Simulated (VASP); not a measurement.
# LiF (Fm-3m) in VASP: single point with PBE+U

Aim: the single point of LiF with PBE+U.

Program: VASP 6.6.1. These are calculated values, not measurements. Logs are shortened: lines on timing, memory, paths and dates and some standing lists are left out, and cuts for length are marked.

## 1. The cell of the first run

Symmetry: Fm-3m, No. 225, cubic system. Conventional cell: a = 4.083 Å, b = 4.083 Å, c = 4.083 Å, α = 90.00°, β = 90.00°, γ = 90.00°. Within 2.7 Å of Li (site symmetry m-3m) lie 6 F at 2.04 Å. F (site symmetry m-3m) has 6 Li at 2.04 Å within 2.7 Å.

## 2. Single point, PBE+U, collinear spin

INCAR

```
SYSTEM = LiF
ALGO = Normal ; EDIFF = 1E-6
ENCUT = 750 ; GGA = PE
GGA_COMPAT = .False. ; ISIF = 2
ISMEAR = 0 ; ISPIN = 2
LASPH = .True. ; LCHARG = .False.
LDAU = .True. ; LDAUJ = 0 0
LDAUL = -1 1 ; LDAUPRINT = 1
LDAUTYPE = 2 ; LDAUU = 0 7.7
LORBIT = 11 ; LREAL = .False.
LWAVE = .False. ; MAGMOM = 0.1 0.58
NBANDS = 16 ; NELM = 200
NUPDOWN = 1.0 ; PREC = Accurate
SIGMA = 0.1
```

KPOINTS

```
k-points
0
Gamma
  2 2 2
  0 0 0
```

POSCAR

```
LiF
1.0
    0.0000000000      2.0417135738      2.0417135738
    2.0417135738      0.0000000000      2.0417135738
    2.0417135738      2.0417135738      0.0000000000
Li F
1 1
Direct
    0.0000000000      0.0000000000      0.0000000000
    0.5000000000      0.5000000000      0.5000000000
```

Potentials or basis: VASP PAW PBE potentials, release 64 (Li_sv, F).

Command:

```
$ cat potpaw_PBE.64/Li_sv/POTCAR potpaw_PBE.64/F/POTCAR > POTCAR
$ mpirun -np 1 vasp_std > vasp.out
```

OUTCAR:

```text
SYSTEM = LiF
   EDIFF = 1E-6
   ENCUT = 750
   GGA = PE
   ISIF = 2
   ISMEAR = 0
   ISPIN = 2
   LASPH = .True.
   LORBIT = 11
   LREAL = .False.
   NELM = 200
   NUPDOWN = 1.0
   PREC = Accurate

 ion  position               nearest neighbor table
   1  0.000  0.000  0.000-   2 2.04   2 2.04   2 2.04   2 2.04   2 2.04   2 2.04
   2  0.500  0.500  0.500-   1 2.04   1 2.04   1 2.04   1 2.04   1 2.04   1 2.04

  LATTYP: Found a face centered cubic cell.
 ALAT       =     4.0834271476

  Lattice vectors:

 A1 = (   0.0000000000,   2.0417135738,   2.0417135738)
 A2 = (   2.0417135738,   0.0000000000,   2.0417135738)
 A3 = (   2.0417135738,   2.0417135738,   0.0000000000)

Analysis of symmetry for initial positions (statically):
=====================================================================
 Subroutine PRICEL returns:
 Original cell was already a primitive cell.

 Routine SETGRP: Setting up the symmetry group for a
 face centered cubic supercell.

 Subroutine GETGRP returns: Found 48 space group operations
 (whereof 48 operations were pure point group operations)
 out of a pool of 48 trial point group operations.

The static configuration has the point symmetry O_h .

Analysis of symmetry for dynamics (positions and initial velocities):
=====================================================================
 Subroutine PRICEL returns:
 Original cell was already a primitive cell.

 Routine SETGRP: Setting up the symmetry group for a
 face centered cubic supercell.

 Subroutine GETGRP returns: Found 48 space group operations
 (whereof 48 operations were pure point group operations)
 out of a pool of 48 trial point group operations.

The dynamic configuration has the point symmetry O_h .

Analysis of structural, dynamic, and magnetic symmetry:
=====================================================================
 Subroutine PRICEL returns:
 Original cell was already a primitive cell.

 Routine SETGRP: Setting up the symmetry group for a
 face centered cubic supercell.

 Subroutine GETGRP returns: Found 48 space group operations
 (whereof 48 operations were pure point group operations)
 out of a pool of 48 trial point group operations.

The overall configuration has the point symmetry O_h .

 Subroutine INISYM returns: Found 48 space group operations
 (whereof 48 operations are pure point group operations),
 and found     1 'primitive' translations

----------------------------------------------------------------------------------------

                                     Primitive cell

  volume of cell :      17.0222

  direct lattice vectors                    reciprocal lattice vectors
     0.000000000  2.041713574  2.041713574    -0.244892333  0.244892333  0.244892333
     2.041713574  0.000000000  2.041713574     0.244892333 -0.244892333  0.244892333
     2.041713574  2.041713574  0.000000000     0.244892333  0.244892333 -0.244892333

  length of vectors
     2.887419027  2.887419027  2.887419027     0.424165963  0.424165963  0.424165963

  position of ions in fractional coordinates (direct lattice)
     0.000000000  0.000000000  0.000000000
     0.500000000  0.500000000  0.500000000

  ion indices of the primitive-cell ions
   primitive index   ion index
                 1           1
                 2           2

----------------------------------------------------------------------------------------

 KPOINTS: k-points

Automatic generation of k-mesh.
 Grid dimensions read from file:
 generate k-points for:    2    2    2

 Generating k-lattice:

  Cartesian coordinates                     Fractional coordinates (reciprocal lattice)
    -0.122446166  0.122446166  0.122446166     0.500000000  0.000000000  0.000000000
     0.122446166 -0.122446166  0.122446166     0.000000000  0.500000000  0.000000000
     0.122446166  0.122446166 -0.122446166     0.000000000  0.000000000  0.500000000

  Length of vectors
     0.212082981  0.212082981  0.212082981

  Shift w.r.t. Gamma in fractional coordinates (k-lattice)
     0.000000000  0.000000000  0.000000000

 Subroutine IBZKPT returns following result:
 ===========================================

 Found      3 irreducible k-points:

 Following reciprocal coordinates:
            Coordinates               Weight
  0.000000  0.000000  0.000000      1.000000
  0.500000  0.000000  0.000000      4.000000
  0.500000  0.500000  0.000000      3.000000
   k-points           NKPTS =      3   k-points in BZ     NKDIM =      3   number of bands    NBANDS=     16
   number of dos      NEDOS =    301   number of ions     NIONS =      2
   total plane-waves  NPLWV =  21952
   dimension x,y,z NGX =    28 NGY =   28 NGZ =   28
   dimension x,y,z NGXF=    56 NGYF=   56 NGZF=   56
   ions per type =               1   1
   NGX,Y,Z   is equivalent  to a cutoff of  16.12, 16.12, 16.12 a.u.
   NGXF,Y,Z  is equivalent  to a cutoff of  32.24, 32.24, 32.24 a.u.
 SYSTEM =  LiF
   PREC   = accura    normal or accurate (medium, high low for compatibility)
   ISTART =      0    job   : 0-new  1-cont  2-samecut
   ICHARG =      2    charge: 1-file 2-atom 10-const
   ISPIN  =      2    spin polarized calculation?
   LNONCOLLINEAR =      F non collinear calculations
   LSORBIT =      F    spin-orbit coupling
   LASPH  =      T    aspherical Exc in radial PAW
   ENCUT  =  750.0 eV  55.12 Ry    7.42 a.u.   6.45  6.45  6.45*2*pi/ulx,y,z
   NELM   =    200;   NELMIN=  2; NELMDL= -5     # of ELM steps
   EDIFF  = 0.1E-05   stopping-criterion for ELM
   LREAL  =      F    real-space projection
[... 7 lines left out ...]
   TEBEG  =    0.0;   TEEND  =   0.0 temperature during run
   PSTRESS=    0.0 pullay stress
   NELECT =      10.0000    total number of electrons
   NUPDOWN=       1.0000    fix difference up-down
   EMIN   =  10.00;   EMAX   =-10.00  energy-range for DOS
   EFERMI =   0.00;   METHOD = LEGACY
   ISMEAR =     0;   SIGMA  =   0.10  broadening in eV -4-tet -1-fermi 0-gaus
   EFERMI_NEDOS =   21; number of points for ismear=-14 and -15
   IALGO  =     38    algorithm
   IMIX   =      4    mixing-type and parameters
     AMIX     =   0.40;   BMIX     =  1.00
     AMIX_MAG =   1.60;   BMIX_MAG =  1.00
  volume/ion in A,a.u.               =       8.51        57.44
  Fermi-wavevector in a.u.,A,eV,Ry     =   1.371103  2.591009 25.577904  1.879923
  Thomas-Fermi vector in A             =   2.496830
   LORBIT       =     11    0 simple, 1 ext, 2 COOP (PROOUT), +10 PAW based schemes
 LDA+U is selected, type is set to LDAUTYPE =  2
   angular momentum for each species LDAUL =    -1    1
   U (eV)           for each species LDAUU =   0.0  7.7
   J (eV)           for each species LDAUJ =   0.0  0.0
   GGA     = PE    functional components
   LHFCALC =     F    Hartree Fock is set to
   AEXX    =    0.0000 exact exchange contribution
   IVDW    =     0    specifies the selected vdW correction
   LEPSILON=     F    determine dielectric tensor
   LRPA    =     F    only Hartree local field effects (RPA)
 spin polarized calculation
 Gauss-broadening in eV      SIGMA  =   0.10
  energy-cutoff  :      750.00
  volume of cell :       17.02
 maximum number of plane-waves:       821
 NGX is ok and might be reduce to    28
   NGX = 13   NGY = 13   NGZ = 13

 number of electron      10.0000000 magnetization       0.6800000

 number of electron       9.9999998 magnetization       1.0000021

 Free energy of the ion-electron system (eV)
  ---------------------------------------------------
  ext. energy  EPLUGINS =         0.00000000
  ---------------------------------------------------
  free energy    TOTEN  =         0.25262511 eV

  energy without entropy =        0.28242156  energy(sigma->0) =        0.26752333

 E-fermi :  -2.7240     XC(G=0): -10.1022

 val. band max:        8.2307887704   @ k =   0.5000   0.0000   0.0000
 cond. band min:      -2.6057958801   @ k =   0.0000   0.0000   0.0000
 fundamental gap:    -10.8365846506
 Fermi energy:         8.2784823981

 spin component 1

 k-point     1 :       0.0000    0.0000    0.0000
  band No.  band energies     occupation
      1     -41.8334      1.00000
      2     -22.6306      1.00000
      3      -4.6824      1.00000
      4      -4.6824      1.00000
      5      -4.6824      1.00000
      6       6.2443      1.00000
[... 8 lines left out ...]
     15      29.0917      0.00000
     16      41.0697      0.00000

 k-point     2 :       0.5000    0.0000    0.0000
  band No.  band energies     occupation
      1     -41.7787      1.00000
      2     -22.2618      1.00000
      3      -6.5406      1.00000
      4      -4.8611      1.00000
      5      -4.8611      1.00000
      6       8.2308      0.75000
[... 8 lines left out ...]
     15      34.4143      0.00000
     16      42.0327      0.00000

 k-point     3 :       0.5000    0.5000    0.0000
  band No.  band energies     occupation
      1     -41.7641      1.00000
      2     -22.0437      1.00000
      3      -6.8715      1.00000
      4      -5.3995      1.00000
      5      -5.3995      1.00000
      6      11.0560      0.00000
[... 8 lines left out ...]
     15      38.5407      0.00000
     16      40.8182      0.00000
 Fermi energy:        -2.7240087517

 spin component 2

 k-point     1 :       0.0000    0.0000    0.0000
  band No.  band energies     occupation
      1     -41.6836      1.00000
      2     -21.5999      1.00000
      3      -2.6058      0.04728
      4      -2.6058      0.04728
      5      -2.6058      0.04728
      6       7.6186      0.00000
[... 8 lines left out ...]
     15      29.6709      0.00000
     16      42.2396      0.00000

 k-point     2 :       0.5000    0.0000    0.0000
  band No.  band energies     occupation
      1     -41.6323      1.00000
      2     -21.2240      1.00000
      3      -4.6729      1.00000
      4      -2.7995      0.85727
      5      -2.7995      0.85727
      6       9.5011      0.00000
[... 8 lines left out ...]
     15      35.0177      0.00000
     16      42.9118      0.00000

 k-point     3 :       0.5000    0.5000    0.0000
  band No.  band energies     occupation
      1     -41.6188      1.00000
      2     -21.0010      1.00000
      3      -5.0407      1.00000
      4      -3.4210      1.00000
      5      -3.4210      1.00000
      6      12.8447      0.00000
[... 8 lines left out ...]
     15      39.4332      0.00000
     16      41.7558      0.00000

------------------------ aborting loop because EDIFF is reached ----------------------------------------

  FORCE on cell =-STRESS in cart. coord.  units (eV):
  Direction    XX          YY          ZZ          XY          YZ          ZX
  --------------------------------------------------------------------------------------
  -------------------------------------------------------------------------------------
  Total        2.9211205      2.9211205      2.9211205      0.0000000      0.0000000      0.0000000
  in kB      274.9448662    274.9448662    274.9448662      0.0000000      0.0000000      0.0000000
  external PRESSURE =     274.9448662 kB  Pullay stress =       0.0000000 kB

 VOLUME and BASIS-vectors are now :
 -----------------------------------------------------------------------------
  energy-cutoff  :      750.00
  volume of cell :       17.02
      direct lattice vectors                 reciprocal lattice vectors
     0.000000000  2.041713574  2.041713574    -0.244892333  0.244892333  0.244892333
     2.041713574  0.000000000  2.041713574     0.244892333 -0.244892333  0.244892333
     2.041713574  2.041713574  0.000000000     0.244892333  0.244892333 -0.244892333

 POSITION                                       TOTAL-FORCE (eV/Angst)
 -----------------------------------------------------------------------------------
      0.00000      0.00000      0.00000        -0.000000     -0.000000     -0.000000
      2.04171      2.04171      2.04171         0.000000      0.000000      0.000000
 -----------------------------------------------------------------------------------
    total drift:                                0.000000      0.000000      0.000000

  FREE ENERGIE OF THE ION-ELECTRON SYSTEM (eV)
  ---------------------------------------------------
  free  energy   TOTEN  =         0.2526251062 eV

  energy  without entropy=        0.2824215608  energy(sigma->0) =        0.26752333

 total charge

# of ion       s       p       d       tot
------------------------------------------
    1        2.022   0.098   0.000   2.119
    2        1.776   4.247   0.000   6.022
--------------------------------------------------
tot          3.798   4.344   0.000   8.142

 magnetization (x)

# of ion       s       p       d       tot
------------------------------------------
    1        0.016   0.069   0.000   0.085
    2        0.048   0.476   0.000   0.524
--------------------------------------------------
tot          0.064   0.545   0.000   0.609
```

Run time: 4.8 s. Hardware: 1 thread of Intel Xeon 6975P-C (Granite Rapids), shared host; peak memory 0.15 GiB.

What came out:

- Free energy: 0.2526 eV
- Pressure: 27.5 GPa
- Net moment: 1.00 μB per cell
- Site moments: Li +0.09; F +0.52 μB
- Valence electrons inside the program's atomic spheres: Li 2.12; F 6.02

Caveat: the k points lie up to 1.33 Å⁻¹ apart; the total moment is fixed, so each spin has its own Fermi level.
